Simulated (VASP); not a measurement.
A run of VASP 6.6.1 is set up as follows.

The input INCAR:

```
SYSTEM = Nb
PREC = Accurate ; ENCUT = 520
EDIFF = 1E-7 ; ISMEAR = -1
SIGMA = 0.05 ; LREAL = .FALSE.
LASPH = .TRUE. ; NELM = 60
ALGO = Normal ; ISIF = 2
LWAVE = .FALSE. ; LCHARG = .FALSE.
NBANDS = 20
```

KPOINTS

```
regular mesh
0
G
  11 11 11
  0 0 0
```

Contents of POSCAR:

```
Nb
1.0
    3.2478102620      0.0000000000      0.0000000000
    0.0000000000      3.2478102620      0.0000000000
    0.0000000000      0.0000000000      3.2478102620
Nb
2
Direct
    0.0000000000      0.0000000000      0.0000000000
    0.5000000000      0.5000000000      0.5000000000
```

Potentials or basis: VASP PAW LDA potentials, release 64 (Nb_sv).

The run is started by

```console
$ cat potpaw_LDA.64/Nb_sv/POTCAR > POTCAR
$ mpirun -np 1 vasp_std > vasp.out
```

Q: Estimate the band gap on the k mesh.

A: Zero (bands 13 and 14 overlap by 3.44 eV).

Q: Predict the pressure.

A: -0.1 GPa.
